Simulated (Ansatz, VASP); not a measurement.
## Two plane-wave programs on LiAl2

```
Li Al
1.0
     3.45279    0.00000    0.00000
     0.00000    3.45279    0.00000
     0.00000    0.00000    4.87091
Li Al
1 2
Direct
  0.00000 0.00000 0.00000
  0.50000 0.50000 0.00000
  0.00000 0.00000 0.50000
```

Change from the starting cell: ordered superstructure of sc with vacancies (P4/mmm, No. 123).

Alike in both runs: task relaxation of cell and atoms; functional PBE; k mesh 14 × 14 × 10; occupations gaussian, width 0.1 eV; no spin polarisation.

```csv
,VASP,Ansatz
version,VASP 6.6.1,Ansatz 0.2.0
potentials or method,"VASP PAW PBE potentials, release 64 (Li_sv, Al), cutoff 600 eV","scalar-relativistic, plane waves, PAW"
valence electrons in the cell,9,9
```

```csv
,VASP,Ansatz,Ansatz less VASP
"gap on the k mesh at the Fermi level, each at its own relaxed structure (eV)",none,none,-
relaxed volume (Å³/atom),19.57,19.55,-0.016
relaxed length of the cell vector where the two differ most in proportion (Å),3.451,3.450,-0.0016
```

A gap of «none» marks a metal or a gap that the smearing closes.

Noted on VASP's run: the cutoff is under 1.25 times that of the potentials, so the pressure is a little rough.
